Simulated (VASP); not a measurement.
Here is a VASP 6.6.1 calculation.

File INCAR:

```
SYSTEM = Sc
  PREC = Accurate
  ENCUT = 600
  EDIFF = 1E-6
  ISMEAR = -1
  SIGMA = 0.1
  LREAL = .False.
  LASPH = .True.
  NELM = 80
  ALGO = Normal
  ISIF = 3
  LWAVE = .False.
  LCHARG = .False.
  GGA = PS
  IBRION = 2
  NSW = 60
  EDIFFG = -0.02
```

Contents of KPOINTS:

```
Automatic mesh
0
Gamma
  9 9 9
  0 0 0
```

Contents of POSCAR:

```
Sc
1.0
    0.0000000000      2.2600000000      2.2600000000
    2.2600000000      0.0000000000      2.2600000000
    2.2600000000      2.2600000000      0.0000000000
Sc
1
Direct
    0.0000000000      0.0000000000      0.0000000000
```

Potentials or basis: VASP PAW PBE potentials, release 64 (Sc_sv).

Run with:

```sh
$ cat potpaw_PBE.64/Sc_sv/POTCAR > POTCAR
$ mpirun -np 1 vasp_std > vasp.out
```

Question: What does it give for the space group after relaxing (to 0.05 Å)?

Answer: Fm-3m (No. 225).

Question: Predict the relaxed volume.

Answer: 23.71 Å³/atom.

The path:
```tsv
step	energy change (eV)	largest force (eV/Å)	pressure (GPa)	volume (Å³)
1	0.0000	0.0000	1.47	23.09
2	-0.0028	0.0000	-0.20	23.80
3	-0.0028	0.0000	-0.01	23.71
```

Caveat: the PAW data sets were made with another functional, which shifts forces and pressure a little. Zero-point motion and thermal expansion aren't in these numbers.
